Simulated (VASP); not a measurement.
A run of VASP 6.6.1 is set up as follows.

The input INCAR:

```
ALGO = Normal
EDIFF = 1E-6
ENCUT = 520
GGA = PE
ISIF = 2
ISMEAR = -1
LASPH = True
LCHARG = False
LREAL = False
LWAVE = False
NBANDS = 15
NELM = 60
PREC = Accurate
SIGMA = 0.02
```

KPOINTS

```
k-points
0
Gamma
  6 6 6
```

The input POSCAR:

```
KI
1.0
    0.0000000000      4.0055531450      3.8880912135
    4.0055531450      0.0000000000      3.8880912135
    4.0055531450      4.0055531450      0.0000000000
K I
1 1
Direct
    0.0000000000      0.0000000000      0.0000000000
    0.2500000000      0.2500000000      0.2500000000
```

Potentials or basis: VASP PAW PBE potentials, release 64 (K_sv, I).

Launch:

```console
$ cat potpaw_PBE.64/K_sv/POTCAR potpaw_PBE.64/I/POTCAR > POTCAR
$ mpirun -np 1 vasp_std > vasp.out
```

Task: Estimate the band gap on the k mesh.

Result: 3.92 eV.

Task: What does it give for the pressure?

Result: 0.2 GPa.

Caveat: the cell differs from its parent crystal (epitaxial xy strain +1.0%); spin-orbit coupling is left out, which moves the levels of the heavy elements. A k mesh can miss the band edges.
